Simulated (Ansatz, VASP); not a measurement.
W: VASP beside Ansatz

```
W
1.0
    -1.57718    1.57718    1.57718
     1.57718   -1.57718    1.57718
     1.57718    1.57718   -1.57718
W
1
Direct
  0.00000 0.00000 0.00000
```

Alike in both runs: task single point; functional PBEsol; k mesh 16 × 16 × 16; occupations gaussian, width 0.15 eV; no spin polarisation.

|  | VASP | Ansatz |
| --- | --- | --- |
| version | VASP 6.6.1 | Ansatz 0.2.0 |
| potentials or method | VASP PAW PBE potentials, release 64 (W_sv), cutoff 520 eV | scalar-relativistic, plane waves, PAW |
| valence electrons in the cell | 14 | 14 |

Ansatz gave:

| Item | Value |
| --- | --- |
| gap on the k mesh at the Fermi level (eV) | none |
| pressure (GPa) | -0.3 |

Which values does VASP return?

gap on the k mesh at the Fermi level (eV): none; pressure (GPa): 0.3.

VASP's potentials were made for PBE, not for PBEsol. A gap of «none» marks a metal or a gap that the smearing closes. With one functional, cell and mesh, what is left measures potentials, basis and numerics.

Neither program's run includes spin-orbit coupling.
